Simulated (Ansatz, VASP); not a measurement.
One calculation of Mo, two programs

Contents of INCAR:

```
ALGO = Normal
EDIFF = 1E-6
ENCUT = 520
ISIF = 2
ISMEAR = 0
LASPH = True
LCHARG = False
LREAL = False
LWAVE = False
NBANDS = 13
NELM = 80
PREC = Accurate
SIGMA = 0.1
```

KPOINTS

```
k-points
0
Gamma
  8 8 8
```

The input POSCAR:

```
Mo
1.0
   -1.5710000000      1.5710000000      1.5710000000
    1.5710000000     -1.5710000000      1.5710000000
    1.5710000000      1.5710000000     -1.5710000000
Mo
1
Direct
    0.0000000000      0.0000000000      0.0000000000
```

Input for Ansatz:

```yaml
crystal:
  lattice:
    - [-1.571, 1.571, 1.571]
    - [1.571, -1.571, 1.571]
    - [1.571, 1.571, -1.571]
  atoms:
    - { symbol: Mo, position: [0.0, 0.0, 0.0] }
basis:
  ecutwfc: 420
kpoints:
  mp_grid: { grid: [8, 8, 8] }
hamiltonian:
  xc: lda
scf:
  occupations: { method: gaussian, width: 0.1 }
output:
  forces: true
  stress: true
  eigenvalues: true
```

Alike in both runs: task single point; functional LDA; k mesh 8 × 8 × 8; occupations gaussian, width 0.1 eV; no spin polarisation.

```csv
,VASP,Ansatz
version,VASP 6.6.1,Ansatz 0.2.0
potentials or method,"VASP PAW LDA potentials, release 64 (Mo_sv), cutoff 520 eV","scalar-relativistic, plane waves, PAW"
valence electrons in the cell,14,14
```

Ansatz gave:

```
gap on the k mesh at the Fermi level (eV) : none
pressure (GPa)                            : -7.6
```

Q: Which values does VASP return?

A: gap on the k mesh at the Fermi level (eV): none; pressure (GPa): -6.5.

LDA's correlation is that of Perdew and Zunger in VASP and of Perdew and Wang (1992) in Ansatz. A gap of «none» marks a metal or a gap that the smearing closes.
